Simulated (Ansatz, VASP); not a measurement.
## GaAs in VASP and in Ansatz

Contents of POSCAR:

```
GaAs
1.0
    0.0000000000      2.8268500000      2.8268500000
    2.8268500000      0.0000000000      2.8268500000
    2.8268500000      2.8268500000      0.0000000000
As Ga
1 1
Direct
    0.7500000000      0.7500000000      0.7500000000
    0.0000000000      0.0000000000      0.0000000000
```

Contents of INCAR.step1:

```
  PREC = Accurate
  ENCUT = 520
  EDIFF = 1E-5
  ISMEAR = -1
  SIGMA = 0.05
  LREAL = F
  LASPH = T
  NELM = 80
  ALGO = Normal
  ISIF = 2
  LWAVE = T
  LCHARG = F
  NBANDS = 16
  GGA = PE
```

The input INCAR.step2:

```
  PREC = Accurate
  ENCUT = 520
  EDIFF = 1E-7
  ISMEAR = -1
  SIGMA = 0.05
  LREAL = F
  LASPH = T
  NELM = 80
  ALGO = Normal
  ISIF = 2
  LWAVE = F
  LCHARG = F
  METAGGA = R2SCAN
  LHFCALC = T
  AEXX = 0.25
  LMIXTAU = T
  PRECFOCK = Normal
  NBANDS = 16
  ISTART = 1
```

File KPOINTS:

```
regular mesh
0
Gamma
  4 4 4
```

The input input.yaml:

```yaml
crystal:
  lattice:
    - [0.0, 2.82685, 2.82685]
    - [2.82685, 0.0, 2.82685]
    - [2.82685, 2.82685, 0.0]
  atoms:
    - { symbol: As, position: [0.75, 0.75, 0.75] }
    - { symbol: Ga, position: [0.0, 0.0, 0.0] }
hamiltonian:
  xc: r2scan0
  pseudopotentials: { kind: paw }
kpoints:
  mp_grid: { grid: [4, 4, 4] }
  band_path:
    path:
      - [[0.0, 0.0, 0.0], [0.5, 0.0, 0.5], [0.5, 0.25, 0.75], [0.375, 0.375, 0.75], [0.0, 0.0, 0.0], [0.5, 0.5, 0.5], [0.625, 0.25, 0.625], [0.5, 0.25, 0.75], [0.5, 0.5, 0.5], [0.375, 0.375, 0.75]]
      - [[0.625, 0.25, 0.625], [0.5, 0.0, 0.5]]
    npoints: 4
scf:
  occupations: { method: fermi_dirac, width: 0.05 }
  n_extra_bands: 6
output:
  forces: true
  stress: true
  eigenvalues: true
  fatbands: false
```

Alike in both runs: functional r2SCAN0; k mesh 4 × 4 × 4; occupations fermi-dirac, width 0.05 eV; no spin polarisation.

```csv
,VASP,Ansatz
version,VASP 6.6.1,Ansatz 0.2.0
potentials or method,"VASP PAW PBE potentials, release 64 (As, Ga_d)",Ansatz PAW
plane-wave cutoff (eV),520,500
valence electrons in the cell,18,28
task,single point,band structure
```

VASP gave:

| Property | Result |
| --- | --- |
| gap on the k mesh at the Fermi level (eV) | 2.43 |
| least direct gap on the mesh (eV) | 2.43 |
| pressure (GPa) | -0.6 |

Task: Which values does Ansatz return?

Result: gap on the k mesh at the Fermi level (eV): 2.39; least direct gap on the mesh (eV): 2.39; pressure (GPa): -0.3.

VASP's potentials were made for PBE, not for r2SCAN0. VASP's potentials hold 18 valence electrons a cell and Ansatz's 28, so a difference there can come from the potentials and not from the codes.

The k mesh is coarse, so the values compare programs but aren't converged.
